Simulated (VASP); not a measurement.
A run of VASP 6.6.1 is set up as follows.

File INCAR:

```
SYSTEM = YHg
ALGO = Normal
EDIFF = 1E-6
ENCUT = 520
ISIF = 2
ISMEAR = -1
LASPH = .True.
LCHARG = .False.
LREAL = .False.
LWAVE = .False.
NBANDS = 18
NELM = 100
PREC = Accurate
SIGMA = 0.08
```

File KPOINTS:

```
k-points
0
Gamma
  11 11 11
  0 0 0
```

The input POSCAR:

```
YHg
1.0
    3.7063848166      0.0000000000      0.0000000000
    0.0000000000      3.7063848166      0.0000000000
    0.0000000000      0.0000000000      3.7063848166
Y Hg
1 1
Direct
    0.5000000000      0.5000000000      0.5000000000
    0.0000000000      0.0000000000      0.0000000000
```

Potentials or basis: VASP PAW LDA potentials, release 64 (Y_sv, Hg).

Command:

```bash
$ cat potpaw_LDA.64/Y_sv/POTCAR potpaw_LDA.64/Hg/POTCAR > POTCAR
$ mpirun -np 1 vasp_std > vasp.out
```

Q: Predict the band gap on the k mesh.

A: Zero (an odd number of electrons rules out a gap without spin polarisation).

Q: Estimate the pressure.

A: -4.5 GPa.

Caveat: the cell stands under tension; spin-orbit coupling is left out, which moves the levels of the heavy elements.
